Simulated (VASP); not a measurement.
# Al2Cu (I4/mcm) in VASP: a series of runs, part 2 of 2

VASP 6.6.1. Earlier steps stand in the parts before.

## 3. Single point, LDA

This run uses another cell than the first one, of 14.03 Å³/atom.

Input file INCAR:

```
SYSTEM = Al2Cu
PREC = Accurate ; ENCUT = 520
EDIFF = 1E-6 ; ISMEAR = 0
SIGMA = 0.1 ; LREAL = .FALSE.
LASPH = .TRUE. ; NELM = 80
ALGO = Fast ; ISIF = 2
LWAVE = .FALSE. ; LCHARG = .FALSE.
NBANDS = 26
```

Input file KPOINTS:

```
Automatic mesh
0
G
  10 10 10
  0 0 0
```

Input file POSCAR:

```
Al2Cu
1.0
   -2.9663315516      2.9663315516      2.3924605616
    2.9663315516     -2.9663315516      2.3924605616
    2.9663315516      2.9663315516     -2.3924605616
Al Cu
4 2
Direct
    0.3404168046      0.1595831954      0.5000000000
    0.1595831954      0.6595831954      0.8191663907
    0.8404168046      0.3404168046      0.1808336093
    0.6595831954      0.8404168046      0.5000000000
    0.7500000000      0.7500000000      0.0000000000
    0.2500000000      0.2500000000      0.0000000000
```

Potentials or basis: VASP PAW LDA potentials, release 64 (Al, Cu).

The run is started by

```sh
> cat potpaw_LDA.64/Al/POTCAR potpaw_LDA.64/Cu/POTCAR > POTCAR
> mpirun -np 1 vasp_std > vasp.out
```

OUTCAR:

```text
SYSTEM = Al2Cu
   PREC = Accurate
   ENCUT = 520
   EDIFF = 1E-6
   ISMEAR = 0
   LREAL = .FALSE.
   LASPH = .TRUE.
   NELM = 80
   ISIF = 2

 ion  position               nearest neighbor table
   1  0.340  0.160  0.500-   5 2.53   5 2.53   6 2.53   6 2.53   4 2.68   4 2.83   4 2.83   3 3.05
                             2 3.05   2 3.05   3 3.05   3 3.15   2 3.15   3 3.15   2 3.15
   2  0.160  0.660  0.819-   5 2.53   6 2.53   5 2.53   6 2.53   3 2.68   3 2.83   3 2.83   4 3.05
                             1 3.05   1 3.05   4 3.05   1 3.15   4 3.15   1 3.15   4 3.15
   3  0.840  0.340  0.181-   5 2.53   6 2.53   5 2.53   6 2.53   2 2.68   2 2.83   2 2.83   4 3.05
                             1 3.05   1 3.05   4 3.05   4 3.15   1 3.15   1 3.15   4 3.15
   4  0.660  0.840  0.500-   6 2.53   6 2.53   5 2.53   5 2.53   1 2.68   1 2.83   1 2.83   3 3.05
                             2 3.05   2 3.05   3 3.05   3 3.15   2 3.15   2 3.15   3 3.15
   5  0.750  0.750  0.000-   6 2.39   6 2.39   1 2.53   1 2.53   4 2.53   4 2.53   2 2.53   3 2.53
                             2 2.53   3 2.53
   6  0.250  0.250  0.000-   5 2.39   5 2.39   4 2.53   4 2.53   1 2.53   1 2.53   3 2.53   2 2.53
                             3 2.53   2 2.53

  LATTYP: Found a body centered tetragonal cell.
 ALAT       =     5.9326631032
 C/A-ratio  =     0.8065384870

  Lattice vectors:

 A1 = (  -2.9663315516,   2.9663315516,   2.3924605616)
 A2 = (   2.9663315516,  -2.9663315516,   2.3924605616)
 A3 = (   2.9663315516,   2.9663315516,  -2.3924605616)

Analysis of symmetry for initial positions (statically):
=====================================================================
 Subroutine PRICEL returns:
 Original cell was already a primitive cell.

 Routine SETGRP: Setting up the symmetry group for a
 body centered tetragonal supercell.

 Subroutine GETGRP returns: Found 16 space group operations
 (whereof  8 operations were pure point group operations)
 out of a pool of 16 trial point group operations.

The static configuration has the point symmetry C_4h.
 The point group associated with its full space group is D_4h.

Analysis of symmetry for dynamics (positions and initial velocities):
=====================================================================
 Subroutine PRICEL returns:
 Original cell was already a primitive cell.

 Routine SETGRP: Setting up the symmetry group for a
 body centered tetragonal supercell.

 Subroutine GETGRP returns: Found 16 space group operations
 (whereof  8 operations were pure point group operations)
 out of a pool of 16 trial point group operations.

The dynamic configuration has the point symmetry C_4h.
 The point group associated with its full space group is D_4h.

 Subroutine INISYM returns: Found 16 space group operations
 (whereof  8 operations are pure point group operations),
 and found     1 'primitive' translations

----------------------------------------------------------------------------------------

                                     Primitive cell

  volume of cell :      84.2062

  direct lattice vectors                    reciprocal lattice vectors
    -2.966331552  2.966331552  2.392460562     0.000000000  0.168558366  0.208989861
     2.966331552 -2.966331552  2.392460562     0.168558366  0.000000000  0.208989861
     2.966331552  2.966331552 -2.392460562     0.168558366  0.168558366  0.000000000

  length of vectors
     4.829297391  4.829297391  4.829297391     0.268493361  0.268493361  0.238377528

  position of ions in fractional coordinates (direct lattice)
     0.340416805  0.159583195  0.500000000
     0.159583195  0.659583195  0.819166391
[... 45 lines left out ...]
  0.300000 -0.000000  0.000000      8.000000
  0.400000 -0.000000  0.000000      8.000000
  0.500000  0.000000  0.000000      4.000000
[... 16 lines left out ...]
  0.300000  0.300000  0.000000      8.000000
  0.400000  0.300000  0.000000     16.000000
 [... further k-points ...]
   k-points           NKPTS =    102   k-points in BZ     NKDIM =    102   number of bands    NBANDS=     26
   number of dos      NEDOS =    301   number of ions     NIONS =      6
   total plane-waves  NPLWV =  46656
   dimension x,y,z NGX =    36 NGY =   36 NGZ =   36
   dimension x,y,z NGXF=    72 NGYF=   72 NGZF=   72
   ions per type =               4   2
   NGX,Y,Z   is equivalent  to a cutoff of  12.39, 12.39, 12.39 a.u.
   NGXF,Y,Z  is equivalent  to a cutoff of  24.79, 24.79, 24.79 a.u.
 SYSTEM =  Al2Cu
   PREC   = accura    normal or accurate (medium, high low for compatibility)
   ISTART =      0    job   : 0-new  1-cont  2-samecut
   ICHARG =      2    charge: 1-file 2-atom 10-const
   ISPIN  =      1    spin polarized calculation?
   LNONCOLLINEAR =      F non collinear calculations
   LSORBIT =      F    spin-orbit coupling
   LASPH  =      T    aspherical Exc in radial PAW
   ENCUT  =  520.0 eV  38.22 Ry    6.18 a.u.   8.98  8.98  8.98*2*pi/ulx,y,z
   NELM   =     80;   NELMIN=  2; NELMDL= -5     # of ELM steps
   EDIFF  = 0.1E-05   stopping-criterion for ELM
   LREAL  =      F    real-space projection
   EDIFFG = 0.1E-04   stopping-criterion for IOM
   NSW    =      0    number of steps for IOM
   IBRION =     -1    ionic relax: 0-MD 1-quasi-New 2-CG
   NFREE  =      0    steps in history (QN), initial steepest desc. (CG)
   ISIF   =      2    stress and relaxation
   ISYM   =      2    0-nonsym 1-usesym 2-fastsym
   POTIM  = 0.5000    time-step for ionic-motion
   TEBEG  =    0.0;   TEEND  =   0.0 temperature during run
   PSTRESS=    0.0 pullay stress
   NELECT =      34.0000    total number of electrons
   NUPDOWN=      -1.0000    fix difference up-down
   EMIN   =  10.00;   EMAX   =-10.00  energy-range for DOS
   EFERMI =   0.00;   METHOD = LEGACY
   ISMEAR =     0;   SIGMA  =   0.10  broadening in eV -4-tet -1-fermi 0-gaus
   EFERMI_NEDOS =   21; number of points for ismear=-14 and -15
   IALGO  =     68    algorithm
   IMIX   =      4    mixing-type and parameters
     AMIX     =   0.40;   BMIX     =  1.00
     AMIX_MAG =   1.60;   BMIX_MAG =  1.00
  volume/ion in A,a.u.               =      14.03        94.71
  Fermi-wavevector in a.u.,A,eV,Ry     =   1.210003  2.286574 19.920386  1.464107
  Thomas-Fermi vector in A             =   2.345563
   LORBIT       =      0    0 simple, 1 ext, 2 COOP (PROOUT), +10 PAW based schemes
   GGA     = CA    functional components
   LHFCALC =     F    Hartree Fock is set to
   AEXX    =    0.0000 exact exchange contribution
   IVDW    =     0    specifies the selected vdW correction
   LEPSILON=     F    determine dielectric tensor
   LRPA    =     F    only Hartree local field effects (RPA)
 non-spin polarized calculation
 RMM-DIIS sequential band-by-band and
 Gauss-broadening in eV      SIGMA  =   0.10
  energy-cutoff  :      520.00
  volume of cell :       84.21
 maximum number of plane-waves:      2291
   NGX = 17   NGY = 17   NGZ = 17

 number of electron      34.0000044 magnetization

 Free energy of the ion-electron system (eV)
  ---------------------------------------------------
  ext. energy  EPLUGINS =         0.00000000
  ---------------------------------------------------
  free energy    TOTEN  =       -27.29304290 eV

  energy without entropy =      -27.28423379  energy(sigma->0) =      -27.28863835

 E-fermi :   8.4299     XC(G=0): -11.3157

 val. band max:        8.4279289939   @ k =  -0.1000   0.3000   0.1000
 cond. band min:       8.4463750183   @ k =  -0.3000  -0.3000   0.2000
 fundamental gap:      0.0184460244
 Fermi energy:         8.4299118976

 k-point     1 :       0.0000    0.0000    0.0000
  band No.  band energies     occupation
      1      -2.7131      2.00000
      2       2.7913      2.00000
      3       2.9639      2.00000
      4       2.9639      2.00000
      5       2.9778      2.00000
      6       3.9327      2.00000
[... 685 lines left out ...]
     25      15.6915      0.00000
     26      15.7251      0.00000

 [... further k-points ...]
[... 5 lines left out ...]
  --------------------------------------------------------------------------------------
  -------------------------------------------------------------------------------------
  Total        0.2294060      0.2294060      0.2406811      0.0000000      0.0000000      0.0000000
  in kB        4.3648691      4.3648691      4.5793981      0.0000000      0.0000000      0.0000000
  external PRESSURE =       4.4363788 kB  Pullay stress =       0.0000000 kB

 VOLUME and BASIS-vectors are now :
 -----------------------------------------------------------------------------
  energy-cutoff  :      520.00
  volume of cell :       84.21
      direct lattice vectors                 reciprocal lattice vectors
    -2.966331552  2.966331552  2.392460562     0.000000000  0.168558366  0.208989861
     2.966331552 -2.966331552  2.392460562     0.168558366  0.000000000  0.208989861
     2.966331552  2.966331552 -2.392460562     0.168558366  0.168558366  0.000000000

 POSITION                                       TOTAL-FORCE (eV/Angst)
 -----------------------------------------------------------------------------------
      0.94675      2.01958      0.00000        -0.001558      0.001558      0.000000
      3.91308      0.94675      0.00000        -0.001558     -0.001558      0.000000
     -0.94675      2.01958      2.39246         0.001558      0.001558     -0.000000
      2.01958      0.94675      2.39246         0.001558     -0.001558      0.000000
      0.00000      0.00000      3.58869         0.000000      0.000000      0.000000
      0.00000      0.00000      1.19623         0.000000      0.000000      0.000000
 -----------------------------------------------------------------------------------
    total drift:                                0.000000     -0.000000      0.000000

  FREE ENERGIE OF THE ION-ELECTRON SYSTEM (eV)
  ---------------------------------------------------
  free  energy   TOTEN  =       -27.2930428981 eV

  energy  without entropy=      -27.2842337924  energy(sigma->0) =      -27.28863835
```

OSZICAR:

```text
N       E                     dE             d eps       ncg     rms          rms(c)
DAV:   1     0.187866414804E+03    0.18787E+03   -0.13747E+04  5304   0.151E+03
DAV:   2    -0.189037586826E+02   -0.20677E+03   -0.19424E+03  5328   0.294E+02
DAV:   3    -0.318349412010E+02   -0.12931E+02   -0.12107E+02  6876   0.938E+01
DAV:   4    -0.322069431098E+02   -0.37200E+00   -0.37037E+00  8146   0.143E+01
DAV:   5    -0.322110527886E+02   -0.41097E-02   -0.41089E-02  7868   0.151E+00    0.215E+01
RMM:   6    -0.369519088964E+02   -0.47409E+01   -0.99397E+01  6456   0.136E+02    0.185E+01
RMM:   7    -0.275288656291E+02    0.94230E+01   -0.30569E+01  5705   0.793E+01    0.267E+00
RMM:   8    -0.273346460209E+02    0.19422E+00   -0.18135E+00  5917   0.193E+01    0.106E+00
RMM:   9    -0.272971573760E+02    0.37489E-01   -0.37829E-01  6230   0.273E+00    0.601E-01
RMM:  10    -0.272951343274E+02    0.20230E-02   -0.55818E-02  6659   0.320E+00    0.265E-01
RMM:  11    -0.272944076036E+02    0.72672E-03   -0.13315E-02  6989   0.975E-01    0.318E-01
RMM:  12    -0.272929739509E+02    0.14337E-02   -0.79493E-03  6454   0.119E+00    0.799E-02
RMM:  13    -0.272930248439E+02   -0.50893E-04   -0.25206E-03  7637   0.435E-01    0.365E-02
RMM:  14    -0.272931293388E+02   -0.10449E-03   -0.44581E-04  6834   0.213E-01    0.739E-02
RMM:  15    -0.272930372159E+02    0.92123E-04   -0.38300E-04  6489   0.247E-01    0.184E-02
RMM:  16    -0.272930417797E+02   -0.45637E-05   -0.12087E-04  7489   0.833E-02    0.724E-03
RMM:  17    -0.272930429763E+02   -0.11966E-05   -0.14472E-05  6529   0.250E-02    0.138E-02
RMM:  18    -0.272930428981E+02    0.78175E-07   -0.17508E-06  4568   0.134E-02
   1 F= -.27293043E+02 E0= -.27288638E+02  d E =-.880911E-02
```

Wall time 4.2 min (1 thread of Intel Xeon 8259CL, shared host); peak memory 0.31 GiB.

Results:

```yaml
Free_energy: -27.2930 eV
Pressure: 0.4 GPa
Band_gap_on_the_k_mesh: zero (bands 17 and 18 overlap by 4.47 eV)
```

Forces on the atoms (eV/Å):
```
Al  -0.002  0.002  0.000
Al  -0.002 -0.002  0.000
Al   0.002  0.002  0.000
Al   0.002 -0.002  0.000
Cu   0.000  0.000  0.000
Cu   0.000  0.000  0.000
```

Levels at points of the mesh, in eV from the Fermi level:
| k point | band 14 | band 15 | band 16 | band 17 | band 18 | band 19 | band 20 | band 21 |
| --- | --- | --- | --- | --- | --- | --- | --- | --- |
| (0.00, 0.00, 0.00) | -2.00 | -1.48 | -1.29 | -1.29 | -0.86 | -0.20 | 0.09 | 1.59 |
| (0.50, 0.00, 0.00) | -3.23 | -2.72 | -2.72 | 0.25 | 0.25 | 4.20 | 4.20 | 4.46 |
| (0.50, 0.50, 0.00) | -2.92 | -1.54 | -1.32 | -0.89 | -0.71 | 0.88 | 1.34 | 4.75 |
| (0.50, 0.50, 0.50) | -3.44 | -3.44 | -1.91 | 2.65 | 2.99 | 2.99 | 3.44 | 4.28 |

## 4. Relaxation of cell and atoms, LDA

Input file INCAR:

```
SYSTEM = Al2Cu
PREC = Accurate
ENCUT = 600
EDIFF = 1E-7
ISMEAR = 0
SIGMA = 0.1
LREAL = .False.
LASPH = .True.
NELM = 80
ALGO = Fast
ISIF = 3
LWAVE = .False.
LCHARG = .False.
IBRION = 2
NSW = 100
EDIFFG = -0.002
```

Input file KPOINTS:

```
regular mesh
0
Gamma
  10 10 10
  0 0 0
```

Input file POSCAR:

```
Al2Cu
1.0
   -2.9988978300      2.9988978300      2.3927372900
    2.9988978300     -2.9988978300      2.3927372900
    2.9988978300      2.9988978300     -2.3927372900
Al Cu
4 2
Direct
    0.3413930800      0.1586069200      0.5000000000
    0.1586069200      0.6586069200      0.8172138400
    0.8413930800      0.3413930800      0.1827861600
    0.6586069200      0.8413930800      0.5000000000
    0.7500000000      0.7500000000      0.0000000000
    0.2500000000      0.2500000000      0.0000000000
```

The run is started by

```sh
> cat potpaw_LDA.64/Al/POTCAR potpaw_LDA.64/Cu/POTCAR > POTCAR
> mpirun -np 1 vasp_std > vasp.out
```

Wall time 32 min (1 thread of Intel Xeon 8259CL, shared host); peak memory 0.37 GiB.

Results (log left out):

* Free energy: -27.2938 eV
* Relaxed volume: 14.08 Å³/atom
* Relaxed cell: a = 4.834 Å, b = 4.834 Å, c = 4.834 Å, α = 104.21°, β = 104.21°, γ = 120.61°
* Space group after relaxing (to 0.1 Å): I4/mcm (No. 140)
* Energy gained by relaxing: 2.3 meV/atom
* Ionic steps: 12
* Pressure after relaxing: 0.0 GPa
* Band gap on the k mesh: zero (bands 17 and 18 overlap by 4.46 eV)

Step by step:
```tsv
step	energy change (eV)	largest force (eV/Å)	pressure (GPa)	volume (Å³)
1	0.0000	0.0504	-2.07	86.08
2	-0.0111	0.0244	0.88	83.79
3	-0.0125	0.0311	0.04	84.34
4	-0.0124	0.0305	0.19	84.29
5	-0.0134	0.0281	0.15	84.32
6	-0.0137	0.0256	0.12	84.35
7	-0.0138	0.0247	0.11	84.36
8	-0.0139	0.0117	-0.08	84.50
9	-0.0139	0.0115	-0.09	84.50
10	-0.0140	0.0008	0.05	84.44
11	-0.0140	0.0019	0.02	84.45
12	-0.0140	0.0000	0.00	84.46
```

Final structure:
```
Al Cu
1.0
    -2.96937    2.96937    2.39491
     2.96937   -2.96937    2.39491
     2.96937    2.96937   -2.39491
Al Cu
4 2
Cartesian
  0.9477 2.0216 0.0000
  3.9171 0.9477 0.0000
  -0.9477 2.0216 2.3949
  2.0216 0.9477 2.3949
  2.9694 2.9694 1.1975
  0.0000 0.0000 1.1975
```

Levels at points of the mesh, in eV from the Fermi level:
```
           k point  band 14  band 15  band 16  band 17  band 18  band 19  band 20  band 21
(0.00, 0.00, 0.00)    -2.00    -1.47    -1.28    -1.28    -0.85    -0.21     0.10     1.58
(0.50, 0.00, 0.00)    -3.22    -2.71    -2.71     0.25     0.25     4.20     4.20     4.46
(0.50, 0.50, 0.00)    -2.91    -1.53    -1.31    -0.90    -0.70     0.88     1.33     4.75
(0.50, 0.50, 0.50)    -3.43    -3.43    -1.90     2.65     2.99     2.99     3.43     4.26
```

## 5. Summary

```tsv
task	cell	k mesh	cutoff (eV)	gap on the mesh (eV)	pressure (GPa)
single point	a = 4.869 Å, angles 104.0, 104.0, 121.1°, 6 atoms, atomic positions A	6 × 6 × 6	520	none	-2.1
single point	a = 4.829 Å, angles 104.2, 104.2, 120.6°, 6 atoms, atomic positions B	10 × 10 × 10	520	none	0.4
relaxation of cell and atoms	relaxed from a = 4.869 Å, angles 104.0, 104.0, 121.1°, 6 atoms, atomic positions A	10 × 10 × 10	600	none	0.0
```

Alike in all rows: level LDA; potentials or basis VASP PAW LDA potentials, release 64 (Al, Cu); no spin polarisation; smearing gaussian 0.1 eV.

Total energies depend on the potentials used, so only differences within one code and one set of settings carry meaning.

The gap in the log of VASP goes by the Fermi energy; the results here count the filled bands.